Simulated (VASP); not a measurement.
**Pt: single point with PBE**

Crystal: Pt.

```
Pt
1.0
     2.75854    0.00000    0.00000
    -1.37927    2.38897    0.00000
     0.00000    0.00000    4.78138
Pt
2
Direct
  0.66667 0.33333 0.75000
  0.33333 0.66667 0.25000
```

```json
{
  "Program": "VASP 6.6.1",
  "Task": "single point",
  "Functional": "PBE",
  "Potentials or basis": "VASP PAW PBE potentials, release 64 (Pt)",
  "Cutoff": "520 eV",
  "k mesh": "18 × 18 × 10",
  "Occupations": "gaussian, width 0.1 eV",
  "Spin": "no spin polarisation",
  "Dipole correction": "no",
  "Further INCAR settings": "ALGO = Normal; EDIFF = 1e-06; NBANDS = 17"
}
```

```json
{
 "Pressure": "-0.5 GPa",
 "Band gap on the k mesh": "zero (band 10 reaches 10.91 eV, above the bottom of band 11 at 9.62 eV)"
}
```

Stress tensor (GPa, compression positive):
```
-0.43  0.00  0.00
 0.00 -0.43  0.00
 0.00  0.00 -0.62
```

Levels at points of the mesh, in eV from the Fermi level:
```csv
k point,band 8,band 9,band 10,band 11,band 12,band 13
"(0.00, 0.00, 0.00)",-1.80,-1.80,-0.70,-0.22,-0.22,4.72
"(0.50, 0.00, 0.00)",0.01,0.29,0.49,2.28,3.75,7.29
"(0.00, 0.00, 0.50)",-3.42,-0.79,-0.79,-0.79,-0.79,11.97
"(0.50, 0.00, 0.50)",-0.84,0.41,0.41,1.71,1.71,6.48
```

Wall time 29 s on 1 thread of Intel(R) Xeon(R) 6975P-C (Granite Rapids), with other jobs on the host, peak memory 0.22 GiB.

Caveat: spin-orbit coupling is left out, which moves the levels of the heavy elements.
